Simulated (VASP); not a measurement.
# Eu (P6_3/mmc) in VASP: electric field gradients with PBE

Aim: the electric field gradients of Eu with PBE.

All numbers are computed with VASP 6.6.1; they aren't measurements. Logs are shortened: lines on timing, memory, paths and dates and some standing lists are left out, and cuts for length are marked.

## (1) The cell of the first run

Symmetry: P6_3/mmc, No. 194, hexagonal system. Conventional cell: a = 3.843 Å, b = 3.843 Å, c = 6.165 Å, α = 90.00°, β = 90.00°, γ = 120.00°. Within 5.0 Å of Eu (site symmetry -6m2) lie 12 Eu at 3.80 to 3.84 Å.

This isn't the form of Eu at room conditions, which is bcc.

## (2) Electric field gradients, PBE, collinear spin, ferromagnetic start (39.42 Å³/atom)

Input file INCAR:

```
  ALGO = Normal
  EDIFF = 1E-8
  ENCUT = 520
  GGA = PE
  ISIF = 2
  ISMEAR = -1
  ISPIN = 2
  LASPH = T
  LCHARG = F
  LEFG = T
  LMAXMIX = 6
  LORBIT = 11
  LREAL = F
  LWAVE = F
  MAGMOM = 7 7
  NBANDS = 28
  NELM = 150
  PREC = Accurate
  SIGMA = 0.05
```

Input file KPOINTS:

```
k-points
0
Gamma
  12 12 6
```

Input file POSCAR:

```
Eu
1.0
    3.8428113994      0.0000000000      0.0000000000
   -1.9214056996      3.3279722938      0.0000000000
    0.0000000000      0.0000000000      6.1647011337
Eu
2
Direct
    0.3333333333      0.6666666667      0.2500000000
    0.6666666667      0.3333333333      0.7500000000
```

Potentials or basis: VASP PAW PBE potentials, release 64 (Eu).

On the command line:

```bash
> cat potpaw_PBE.64/Eu/POTCAR > POTCAR
> mpirun -np 1 vasp_std > vasp.out
```

OUTCAR:

```text
EDIFF = 1E-8
   ENCUT = 520
   GGA = PE
   ISIF = 2
   ISMEAR = -1
   ISPIN = 2
   LASPH = T
   LORBIT = 11
   LREAL = F
   NELM = 150
   PREC = Accurate

 ion  position               nearest neighbor table
   1  0.333  0.667  0.250-
   2  0.667  0.333  0.750-

  LATTYP: Found a hexagonal cell.
 ALAT       =     3.8428113994
 C/A-ratio  =     1.6042164168

  Lattice vectors:

 A1 = (   3.8428113994,   0.0000000000,   0.0000000000)
 A2 = (  -1.9214056996,   3.3279722938,   0.0000000000)
 A3 = (   0.0000000000,   0.0000000000,   6.1647011337)

Analysis of symmetry for initial positions (statically):
=====================================================================
 Subroutine PRICEL returns:
 Original cell was already a primitive cell.

 Routine SETGRP: Setting up the symmetry group for a
 hexagonal supercell.

 Subroutine GETGRP returns: Found 24 space group operations
 (whereof 12 operations were pure point group operations)
 out of a pool of 24 trial point group operations.

The static configuration has the point symmetry D_3d.
 The point group associated with its full space group is D_6h.

Analysis of symmetry for dynamics (positions and initial velocities):
=====================================================================
 Subroutine PRICEL returns:
 Original cell was already a primitive cell.

 Routine SETGRP: Setting up the symmetry group for a
 hexagonal supercell.

 Subroutine GETGRP returns: Found 24 space group operations
 (whereof 12 operations were pure point group operations)
 out of a pool of 24 trial point group operations.

The dynamic configuration has the point symmetry D_3d.
 The point group associated with its full space group is D_6h.

Analysis of structural, dynamic, and magnetic symmetry:
=====================================================================
 Subroutine PRICEL returns:
 Original cell was already a primitive cell.

 Routine SETGRP: Setting up the symmetry group for a
 hexagonal supercell.

 Subroutine GETGRP returns: Found 24 space group operations
 (whereof 12 operations were pure point group operations)
 out of a pool of 24 trial point group operations.

The overall configuration has the point symmetry D_3d.
 The point group associated with its full space group is D_6h.

 Subroutine INISYM returns: Found 24 space group operations
 (whereof 12 operations are pure point group operations),
 and found     1 'primitive' translations

----------------------------------------------------------------------------------------

                                     Primitive cell

  volume of cell :      78.8389

  direct lattice vectors                    reciprocal lattice vectors
     3.842811399  0.000000000  0.000000000     0.260226146  0.150241635  0.000000000
    -1.921405700  3.327972294  0.000000000     0.000000000  0.300483271  0.000000000
     0.000000000  0.000000000  6.164701134     0.000000000  0.000000000  0.162213865

  length of vectors
     3.842811399  3.842811399  6.164701134     0.300483271  0.300483271  0.162213865

  position of ions in fractional coordinates (direct lattice)
     0.333333333  0.666666667  0.250000000
     0.666666667  0.333333333  0.750000000

  ion indices of the primitive-cell ions
   primitive index   ion index
                 1           1
                 2           2

----------------------------------------------------------------------------------------

 KPOINTS: k-points

Automatic generation of k-mesh.
 Grid dimensions read from file:
[... 57 lines left out ...]
   ISTART =      0    job   : 0-new  1-cont  2-samecut
   ICHARG =      2    charge: 1-file 2-atom 10-const
   ISPIN  =      2    spin polarized calculation?
   LNONCOLLINEAR =      F non collinear calculations
   LSORBIT =      F    spin-orbit coupling
   LASPH  =      T    aspherical Exc in radial PAW
   ENCUT  =  520.0 eV  38.22 Ry    6.18 a.u.   7.15  7.15 11.46*2*pi/ulx,y,z
   NELM   =    150;   NELMIN=  2; NELMDL= -5     # of ELM steps
   EDIFF  = 0.1E-07   stopping-criterion for ELM
   LREAL  =      F    real-space projection
   EDIFFG = 0.1E-06   stopping-criterion for IOM
   NSW    =      0    number of steps for IOM
   IBRION =     -1    ionic relax: 0-MD 1-quasi-New 2-CG
   NFREE  =      0    steps in history (QN), initial steepest desc. (CG)
   ISIF   =      2    stress and relaxation
   ISYM   =      2    0-nonsym 1-usesym 2-fastsym
   POTIM  = 0.5000    time-step for ionic-motion
   TEBEG  =    0.0;   TEEND  =   0.0 temperature during run
   PSTRESS=    0.0 pullay stress
   NELECT =      34.0000    total number of electrons
   NUPDOWN=      -1.0000    fix difference up-down
   EMIN   =  10.00;   EMAX   =-10.00  energy-range for DOS
   EFERMI =   0.00;   METHOD = LEGACY
   ISMEAR =    -1;   SIGMA  =   0.05  broadening in eV -4-tet -1-fermi 0-gaus
   EFERMI_NEDOS =   21; number of points for ismear=-14 and -15
   IALGO  =     38    algorithm
   IMIX   =      4    mixing-type and parameters
     AMIX     =   0.40;   BMIX     =  1.00
     AMIX_MAG =   1.60;   BMIX_MAG =  1.00
  volume/ion in A,a.u.               =      39.42       266.02
  Fermi-wavevector in a.u.,A,eV,Ry     =   1.236861  2.337328 20.814532  1.529825
  Thomas-Fermi vector in A             =   2.371452
   LORBIT       =     11    0 simple, 1 ext, 2 COOP (PROOUT), +10 PAW based schemes
   GGA     = PE    functional components
   LHFCALC =     F    Hartree Fock is set to
   AEXX    =    0.0000 exact exchange contribution
   IVDW    =     0    specifies the selected vdW correction
   LEPSILON=     F    determine dielectric tensor
   LRPA    =     F    only Hartree local field effects (RPA)
 spin polarized calculation
  energy-cutoff  :      520.00
  volume of cell :       78.84
 maximum number of plane-waves:      2151
 NGX is ok and might be reduce to    30
   NGX = 15   NGY = 15   NGZ = 23

 number of electron      33.9999994 magnetization      15.0730490

 Free energy of the ion-electron system (eV)
  ---------------------------------------------------
  ext. energy  EPLUGINS =         0.00000000
  ---------------------------------------------------
  free energy    TOTEN  =       -22.92688422 eV

  energy without entropy =      -22.89749045  energy(sigma->0) =      -22.91218734

 E-fermi :   2.2993     XC(G=0):  -9.0740

 val. band max:        2.2955964137   @ k =   0.3333   0.1667   0.0000
 cond. band min:       2.3017604000   @ k =   0.5000   0.0000   0.1667
 fundamental gap:      0.0061639863
 Fermi energy:         2.2992654019

 spin component 1

 k-point     1 :       0.0000    0.0000    0.0000
  band No.  band energies     occupation
      1     -39.2580      1.00000
      2     -39.2114      1.00000
      3     -18.3292      1.00000
      4     -17.8447      1.00000
      5     -17.8447      1.00000
      6     -17.7645      1.00000
[... 733 lines left out ...]
     27       3.6654      0.00000
     28       4.0298      0.00000

 [... further k-points ...]

 spin component 2

 k-point     1 :       0.0000    0.0000    0.0000
  band No.  band energies     occupation
      1     -36.1047      1.00000
      2     -36.0456      1.00000
      3     -16.0649      1.00000
      4     -15.4800      1.00000
      5     -15.4800      1.00000
      6     -15.3849      1.00000
[... 733 lines left out ...]
     27       6.8678      0.00000
     28       6.8925      0.00000

 [... further k-points ...]
[... 5 lines left out ...]
  --------------------------------------------------------------------------------------
  -------------------------------------------------------------------------------------
  Total        0.3834508      0.3834508      0.3940605      0.0000000      0.0000000     -0.0000000
  in kB        7.7925472      7.7925472      8.0081590      0.0000000      0.0000000     -0.0000000
  external PRESSURE =       7.8644178 kB  Pullay stress =       0.0000000 kB

 VOLUME and BASIS-vectors are now :
 -----------------------------------------------------------------------------
  energy-cutoff  :      520.00
  volume of cell :       78.84
      direct lattice vectors                 reciprocal lattice vectors
     3.842811399  0.000000000  0.000000000     0.260226146  0.150241635  0.000000000
    -1.921405700  3.327972294  0.000000000     0.000000000  0.300483271  0.000000000
     0.000000000  0.000000000  6.164701134     0.000000000  0.000000000  0.162213865

 POSITION                                       TOTAL-FORCE (eV/Angst)
 -----------------------------------------------------------------------------------
     -0.00000      2.21865      1.54118         0.000000     -0.000000      0.000000
      1.92141      1.10932      4.62353        -0.000000      0.000000      0.000000
 -----------------------------------------------------------------------------------
    total drift:                               -0.000000      0.000000     -0.000000

  FREE ENERGIE OF THE ION-ELECTRON SYSTEM (eV)
  ---------------------------------------------------
  free  energy   TOTEN  =       -22.9268842208 eV

  energy  without entropy=      -22.8974904530  energy(sigma->0) =      -22.91218734

 Electric field gradients (V/A^2)
---------------------------------------------------------------------
 ion       V_xx      V_yy      V_zz      V_xy      V_xz      V_yz
---------------------------------------------------------------------
   1      -4.786    -4.787     9.573    -0.001     0.000    -0.000
   2      -4.786    -4.787     9.573    -0.001    -0.000     0.000
---------------------------------------------------------------------

 Electric field gradients after diagonalization (V/A^2)
 (convention: |V_zz| > |V_xx| > |V_yy|)
----------------------------------------------------------------------
 ion       V_xx      V_yy      V_zz     asymmetry (V_yy - V_xx)/ V_zz
----------------------------------------------------------------------
   1      -4.788    -4.785     9.573       0.000
   2      -4.788    -4.785     9.573       0.000
----------------------------------------------------------------------

           NMR quadrupolar parameters

 Cq : quadrupolar parameter    Cq=e*Q*V_zz/h
 eta: asymmetry parameters     (V_yy - V_xx)/ V_zz
 Q  : nuclear electric quadrupole moment in mb (millibarn)
----------------------------------------------------------------------
 ion       Cq(MHz)       eta       Q (mb)
----------------------------------------------------------------------
   1       0.023       0.000       1.000
   2       0.023       0.000       1.000
----------------------------------------------------------------------

 total charge

# of ion       s       p       d       f       tot
--------------------------------------------------
    1        2.087   5.705   0.343   6.613  14.747
    2        2.087   5.705   0.343   6.613  14.747
--------------------------------------------------
tot          4.174  11.410   0.686  13.225  29.495

 magnetization (x)

# of ion       s       p       d       f       tot
--------------------------------------------------
    1        0.000  -0.082   0.204   6.610   6.733
    2        0.000  -0.082   0.204   6.610   6.733
--------------------------------------------------
tot          0.000  -0.163   0.407  13.221  13.465
```

Run time: 12 min. Hardware: 1 thread of Intel Xeon 8259CL, shared host; peak memory 0.42 GiB.

Results:

```yaml
Free_energy: -22.9269 eV
Pressure: 0.8 GPa
Net_moment: 15.07 μB per cell
Site_moments: Eu +6.73 μB
Largest_electric_field_gradient_by_atom: Eu +9.6 V/Å²
Valence_electrons_inside_the_program's_atomic_spheres: Eu 14.75
```

Levels at points of the mesh, in eV from the Fermi level:
Spin up:
```
           k point  band 20  band 21  band 22  band 23  band 24  band 25  band 26  band 27  band 28
(0.00, 0.00, 0.00)    -0.42    -0.38    -0.38    -0.33    -0.33     0.86     1.81     1.81     1.94
(0.50, 0.00, 0.00)    -0.38    -0.35    -0.34    -0.34    -0.33    -0.28     0.11     1.38     1.57
(0.00, 0.00, 0.50)    -0.35    -0.35    -0.35    -0.33    -0.33     0.98     0.98     1.74     1.74
(0.50, 0.00, 0.50)    -0.44    -0.35    -0.35    -0.33    -0.33     0.17     0.17     1.48     1.48
```
Spin down:
```csv
k point,band 7,band 8,band 9,band 10,band 11,band 12,band 13,band 14
"(0.00, 0.00, 0.00)",-17.68,-17.67,-3.46,-0.82,1.91,2.87,2.87,2.96
"(0.50, 0.00, 0.00)",-17.84,-17.76,-0.52,-0.15,0.22,1.22,2.41,2.71
"(0.00, 0.00, 0.50)",-17.73,-17.73,-2.10,-2.10,1.91,1.91,2.87,2.87
"(0.50, 0.00, 0.50)",-17.85,-17.85,-0.61,-0.61,1.20,1.20,2.37,2.37
```

Electric field gradients, principal values (V/Å²):
```csv
atom,least,middle,greatest (by size)
1 Eu,-4.785,-4.788,9.573
2 Eu,-4.785,-4.788,9.573
```

Caveat: without QUAD_EFG the Cq values of the log hold for a quadrupole moment of 1 mb, not for the nuclei; spin-orbit coupling is left out, which moves the levels of the heavy elements; semilocal functionals describe open f shells poorly, which spoils levels, moments and volumes.
